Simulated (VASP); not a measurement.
Here is a VASP 6.6.1 calculation.

The input INCAR:

```
SYSTEM = Si
  PREC = Accurate
  ENCUT = 520
  EDIFF = 1E-6
  ISMEAR = -1
  SIGMA = 0.05
  LREAL = Auto
  LASPH = .True.
  NELM = 100
  ALGO = Normal
  ISIF = 2
  LWAVE = .False.
  LCHARG = .True.
  GGA = PS
  LELF = .True.
  LVHAR = .True.
  NBANDS = 48
```

Contents of KPOINTS:

```
Automatic mesh
0
Gamma
  2 2 2
  0 0 0
```

File POSCAR:

```
Si
1.0
    0.0000000000      5.4300000000      5.4300000000
    5.4300000000      0.0000000000      5.4300000000
    5.4300000000      5.4300000000      0.0000000000
Si
17
Direct
   -0.1002302026      0.1487569061      0.1019981584
    0.0738858195     -0.1781031308      0.4242173112
   -0.4081583794     -0.0499815838      0.7072559853
   -0.3503499079      0.4062430939      0.5158379374
    0.3784622468      0.3329926335     -0.0399539595
    0.5335911602      0.4097237569      0.0909392265
   -0.0595303867      0.6138029466      0.3662707182
    0.2058747698      0.6676427256      0.7180478821
    0.6778729282      0.0024769797     -0.0294014733
    1.0327624309      0.1990791897      0.3168692449
    0.0929005525      0.0278176796      0.6255156538
    0.3132688766     -0.0369152855      1.0675046041
    0.8524953959      0.5525138122     -0.1226611418
    0.6410589319      0.6319797422      0.2001012891
    0.4151749540      0.2990976059      0.4939226519
    0.5577716390      0.6783425414      0.6842173112
    0.6090423573      0.9932780847      0.3359116022
```

Potentials or basis: VASP PAW PBE potentials, release 64 (Si).

Command:

```console
$ cat potpaw_PBE.64/Si/POTCAR > POTCAR
$ mpirun -np 1 vasp_std > vasp.out
```

Task: Predict the band gap on the k mesh.

Result: Zero (bands 34 and 35 overlap by 0.23 eV).

Task: Estimate the pressure.

Result: -3.9 GPa.

Task: Predict the largest force.

Result: 2.833 eV/Å.

Stress tensor (GPa, compression positive):
```
-5.66  1.33  1.73
 1.33 -0.71 -2.51
 1.73 -2.51 -5.24
```

Caveat: the k points lie up to 0.50 Å⁻¹ apart; the atoms stand as in a frame of molecular dynamics; the PAW data sets were made with another functional, which shifts forces and pressure a little.
